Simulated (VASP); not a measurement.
Set up this calculation in VASP 6.6.1, as the native input.

| Property | Result |
| --- | --- |
| Task | single point |
| Functional | PBEsol |
| Potentials or basis | VASP PAW PBE potentials, release 64 (Sn_d, As) |
| Cutoff | 520 eV |
| k mesh | 12 × 12 × 12 |
| Occupations | fermi-dirac, width 0.1 eV |
| Spin | no spin polarisation |
| Dipole correction | no |
| Further INCAR settings | ALGO = Normal; EDIFF = 1e-07; NBANDS = 16 |

The structure of SnAs lies in POSCAR:

```
SnAs
1.0
    0.0000000000      2.8571268611      2.8571268611
    2.8571268611      0.0000000000      2.8571268611
    2.8571268611      2.8571268611      0.0000000000
Sn As
1 1
Direct
    0.0000000000      0.0000000000      0.0000000000
    0.5000000000      0.5000000000      0.5000000000
```

These files were run (other wordings do the same):

INCAR

```
PREC = Accurate
ENCUT = 520
EDIFF = 1E-7
ISMEAR = -1
SIGMA = 0.1
LREAL = F
LASPH = T
NELM = 100
ALGO = Normal
ISIF = 2
LWAVE = F
LCHARG = F
GGA = PS
NBANDS = 16
```

KPOINTS

```
regular mesh
0
Gamma
  12 12 12
```

Potentials or basis: VASP PAW PBE potentials, release 64 (Sn_d, As).

Run with:

```bash
$ cat potpaw_PBE.64/Sn_d/POTCAR potpaw_PBE.64/As/POTCAR > POTCAR
$ mpirun -np 1 vasp_std > vasp.out
```

It gave:

The pressure is 0.1 GPa.

Caveat: the PAW data sets were made with another functional, which shifts forces and pressure a little.

Run time: 54 s on 1 thread of Intel(R) Xeon(R) Platinum 8259CL CPU @ 2.50GHz (Skylake/Cascade Lake), with other jobs on the host, peak memory 0.2 GiB.
